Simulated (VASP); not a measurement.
Wanted: the native input for a VASP 6.6.1 run.

* Task: single point
* Functional: PBEsol
* Potentials or basis: VASP PAW PBE potentials, release 64 (Li_sv, Be)
* Cutoff: 520 eV
* k mesh: 9 × 9 × 9
* Occupations: methfessel-paxton, width 0.1 eV
* Spin: no spin polarisation
* Dipole correction: no
* Further INCAR settings: ALGO = Normal; EDIFF = 1e-06; NBANDS = 10

The structure of LiBe lies in POSCAR:

```
LiBe
1.0
    2.8111530000      0.0000000000      0.0000000000
    0.0000000000      2.8111530000      0.0000000000
    0.0000000000      0.0000000000      2.8111530000
Li Be
1 1
Direct
   -0.0177862962      0.0000000000      0.0000000000
    0.5000000000      0.5000000000      0.5000000000
```

These files were run (other wordings do the same):

INCAR

```
SYSTEM = LiBe
PREC = Accurate ; ENCUT = 520
EDIFF = 1E-6 ; ISMEAR = 1
SIGMA = 0.1 ; LREAL = .False.
LASPH = .True. ; NELM = 60
ALGO = Normal ; ISIF = 2
LWAVE = .False. ; LCHARG = .False.
GGA = PS ; NBANDS = 10
```

KPOINTS

```
Automatic mesh
0
Gamma
  9 9 9
  0 0 0
```

Potentials or basis: VASP PAW PBE potentials, release 64 (Li_sv, Be).

Run with:

```console
$ cat potpaw_PBE.64/Li_sv/POTCAR potpaw_PBE.64/Be/POTCAR > POTCAR
$ mpirun -np 1 vasp_std > vasp.out
```

It gave:

```json
{
 "Largest force": "0.222 eV/Å"
}
```

Caveat: the PAW data sets were made with another functional, which shifts forces and pressure a little.

Run time: 7.6 s on 1 thread of AMD EPYC 9R14 (Zen 4) (shared host), peak memory 0.11 GiB.
